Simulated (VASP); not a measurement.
# WC (P-6m2) in VASP: further runs, part 2 of 2

VASP 6.6.1.

## 3. Electric field gradients, PBEsol

INCAR reads:

```
PREC = Accurate ; ENCUT = 520
EDIFF = 1E-8 ; ISMEAR = -1
SIGMA = 0.05 ; LREAL = Auto
LASPH = T ; NELM = 100
ALGO = Normal ; ISIF = 2
LWAVE = F ; LCHARG = F
GGA = PS ; LEFG = T
NBANDS = 86
```

KPOINTS reads:

```
Automatic mesh
0
Gamma
  7 7 6
```

POSCAR reads:

```
WC
1.0
    5.8130000000      0.0000000000      0.0000000000
   -2.9065000000      5.0342056722      0.0000000000
    0.0000000000      0.0000000000      5.6732000000
W C
8 8
Direct
    0.0000000000      0.0000000000      0.0000000000
    0.0000000000      0.0000000000      0.5000000000
    0.0000000000      0.5000000000      0.0000000000
    0.0000000000      0.5000000000      0.5000000000
    0.5000000000      0.0000000000      0.0000000000
    0.5000000000      0.0000000000      0.5000000000
    0.5000000000      0.5000000000      0.0000000000
    0.5000000000      0.5000000000      0.5000000000
    0.3333333334      0.1666666666      0.2500000000
    0.3333333334      0.1666666666      0.7500000000
    0.3333333334      0.6666666666      0.2500000000
    0.3333333334      0.6666666666      0.7500000000
    0.8333333334      0.1666666666      0.2500000000
    0.8333333334      0.1666666666      0.7500000000
    0.8333333334      0.6666666666      0.2500000000
    0.8333333334      0.6666666666      0.7500000000
```

Potentials or basis: VASP PAW PBE potentials, release 64 (W_sv, C).

Command:

```console
cat potpaw_PBE.64/W_sv/POTCAR potpaw_PBE.64/C/POTCAR > POTCAR
mpirun -np 1 vasp_std > vasp.out
```

OUTCAR:

```text
PREC = Accurate
   ENCUT = 520
   EDIFF = 1E-8
   ISMEAR = -1
   LREAL = Auto
   LASPH = T
   NELM = 100
   ISIF = 2
   GGA = PS

 ion  position               nearest neighbor table
   1  0.000  0.000  0.000-  13 2.20  14 2.20   9 2.20  10 2.20  15 2.20  16 2.20   2 2.84   2 2.84
                             5 2.91   5 2.91   3 2.91   3 2.91   7 2.91   7 2.91
   2  0.000  0.000  0.500-  13 2.20  14 2.20   9 2.20  10 2.20  15 2.20  16 2.20   1 2.84   1 2.84
                             6 2.91   6 2.91   4 2.91   4 2.91   8 2.91   8 2.91
   3  0.000  0.500  0.000-  15 2.20  16 2.20  11 2.20  12 2.20  13 2.20  14 2.20   4 2.84   4 2.84
                             7 2.91   7 2.91   5 2.91   1 2.91   1 2.91   5 2.91
   4  0.000  0.500  0.500-  15 2.20  16 2.20  11 2.20  12 2.20  13 2.20  14 2.20   3 2.84   3 2.84
                             8 2.91   8 2.91   6 2.91   2 2.91   2 2.91   6 2.91
   5  0.500  0.000  0.000-   9 2.20  10 2.20  13 2.20  14 2.20  11 2.20  12 2.20   6 2.84   6 2.84
                             1 2.91   1 2.91   3 2.91   7 2.91   7 2.91   3 2.91
   6  0.500  0.000  0.500-   9 2.20  10 2.20  13 2.20  14 2.20  11 2.20  12 2.20   5 2.84   5 2.84
                             2 2.91   2 2.91   4 2.91   8 2.91   8 2.91   4 2.91
   7  0.500  0.500  0.000-  11 2.20  12 2.20  15 2.20  16 2.20   9 2.20  10 2.20   8 2.84   8 2.84
                             3 2.91   3 2.91   5 2.91   5 2.91   1 2.91   1 2.91
   8  0.500  0.500  0.500-  11 2.20  12 2.20  15 2.20  16 2.20   9 2.20  10 2.20   7 2.84   7 2.84
                             4 2.91   4 2.91   6 2.91   6 2.91   2 2.91   2 2.91
   9  0.333  0.167  0.250-   5 2.20   6 2.20   1 2.20   2 2.20   7 2.20   8 2.20
[... 14 lines left out ...]
 A1 = (   5.8130000000,   0.0000000000,   0.0000000000)
 A2 = (  -2.9065000000,   5.0342056722,   0.0000000000)
 A3 = (   0.0000000000,   0.0000000000,   5.6732000000)

Analysis of symmetry for initial positions (statically):
=====================================================================
 Subroutine PRICEL returns following result:

  LATTYP: Found a hexagonal cell.
 ALAT       =     2.9065000000
 C/A-ratio  =     0.9759504559

  Lattice vectors:

 A1 = (   2.9065000000,   0.0000000000,   0.0000000000)
[... 2305 lines left out ...]
      0.00000      0.00000      0.00000        -0.000000      0.000000     -0.000000
      0.00000      0.00000      2.83660         0.000000      0.000000     -0.000000
     -1.45325      2.51710      0.00000         0.000000      0.000000      0.000000
     -1.45325      2.51710      2.83660         0.000000      0.000000     -0.000000
      2.90650      0.00000      0.00000         0.000000      0.000000      0.000000
      2.90650      0.00000      2.83660         0.000000      0.000000     -0.000000
[... 8 lines left out ...]
      2.90650      3.35614      1.41830        -0.000000      0.000000      0.000000
      2.90650      3.35614      4.25490        -0.000000      0.000000     -0.000000
 -----------------------------------------------------------------------------------
    total drift:                               -0.000001      0.000001      0.000000

  FREE ENERGIE OF THE ION-ELECTRON SYSTEM (eV)
  ---------------------------------------------------
  free  energy   TOTEN  =      -191.2112890747 eV

  energy  without entropy=     -191.1899633205  energy(sigma->0) =     -191.20062620

 Electric field gradients (V/A^2)
---------------------------------------------------------------------
 ion       V_xx      V_yy      V_zz      V_xy      V_xz      V_yz
---------------------------------------------------------------------
   1      69.440    69.440  -138.880     0.000    -0.000    -0.000
   2      69.440    69.440  -138.880     0.000     0.000    -0.000
   3      69.440    69.440  -138.880     0.000     0.000     0.000
   4      69.440    69.440  -138.880     0.000    -0.000    -0.000
   5      69.440    69.440  -138.880     0.000    -0.000    -0.000
   6      69.440    69.440  -138.880     0.000    -0.000    -0.000
[... 8 lines left out ...]
  15       0.109     0.109    -0.218     0.000    -0.000    -0.000
  16       0.109     0.109    -0.218     0.000     0.000    -0.000
---------------------------------------------------------------------

 Electric field gradients after diagonalization (V/A^2)
 (convention: |V_zz| > |V_xx| > |V_yy|)
----------------------------------------------------------------------
 ion       V_xx      V_yy      V_zz     asymmetry (V_yy - V_xx)/ V_zz
----------------------------------------------------------------------
   1      69.441    69.440  -138.880       0.000
   2      69.441    69.440  -138.880       0.000
   3      69.441    69.440  -138.880       0.000
   4      69.441    69.440  -138.880       0.000
   5      69.441    69.440  -138.880       0.000
   6      69.441    69.440  -138.880       0.000
[... 8 lines left out ...]
  15       0.109     0.109    -0.218       0.004
  16       0.109     0.109    -0.218       0.004
----------------------------------------------------------------------

           NMR quadrupolar parameters

 Cq : quadrupolar parameter    Cq=e*Q*V_zz/h
 eta: asymmetry parameters     (V_yy - V_xx)/ V_zz
 Q  : nuclear electric quadrupole moment in mb (millibarn)
----------------------------------------------------------------------
 ion       Cq(MHz)       eta       Q (mb)
----------------------------------------------------------------------
   1      -0.336       0.000       1.000
   2      -0.336       0.000       1.000
   3      -0.336       0.000       1.000
   4      -0.336       0.000       1.000
   5      -0.336       0.000       1.000
   6      -0.336       0.000       1.000
[... 8 lines left out ...]
  15      -0.001       0.004       1.000
  16      -0.001       0.004       1.000
----------------------------------------------------------------------
```

stdout:

```text
POSCAR found type information on POSCAR W C
 POSCAR found :  2 types and      16 ions
 scaLAPACK will be used
 -----------------------------------------------------------------------------
|                                                                             |
|                                                                             |
|     You enforced a specific xc type in the INCAR file but a different       |
|     I HOPE YOU KNOW WHAT YOU ARE DOING!                                     |
|                                                                             |
 -----------------------------------------------------------------------------

 LDA part: xc-table for (Slater+PW92), standard interpolation
 POSCAR, INCAR and KPOINTS ok, starting setup
 FFT: planning ... GRIDC
 FFT: planning ... GRID_SOFT
 FFT: planning ... GRID
 WAVECAR not read
 entering main loop
ion   1

ion   2

ion   3

ion   4

ion   5

ion   6

ion   7

ion   8

ion   9

ion  10

ion  11

ion  12

ion  13

ion  14

ion  15

ion  16
```

It took 20 min on 1 thread of Intel Xeon Platinum 8259CL at 2.50GHz (Skylake/Cascade Lake), shared host; peak memory 0.47 GiB.

Results:

| Property | Result |
| --- | --- |
| Free energy | -191.2113 eV |
| Pressure | -2.4 GPa |
| Band gap on the k mesh | zero (bands 72 and 73 overlap by 0.77 eV) |
| Largest electric field gradient by atom | W -138.9; C -0.2 V/Å² |

Electric field gradients, principal values (V/Å²):
```csv
atom,least,middle,greatest (by size)
1 W,69.440,69.441,-138.880
2 W,69.440,69.441,-138.880
3 W,69.440,69.441,-138.880
4 W,69.440,69.441,-138.880
5 W,69.440,69.441,-138.880
6 W,69.440,69.441,-138.880
7 W,69.440,69.441,-138.880
8 W,69.440,69.441,-138.880
9 C,0.109,0.109,-0.218
10 C,0.109,0.109,-0.218
11 C,0.109,0.109,-0.218
12 C,0.109,0.109,-0.218
13 C,0.109,0.109,-0.218
14 C,0.109,0.109,-0.218
15 C,0.109,0.109,-0.218
16 C,0.109,0.109,-0.218
```

Caveat: without QUAD_EFG the Cq values of the log hold for a quadrupole moment of 1 mb, not for the nuclei; the PAW data sets were made with another functional, which shifts forces and pressure a little; spin-orbit coupling is left out, which moves the levels of the heavy elements.
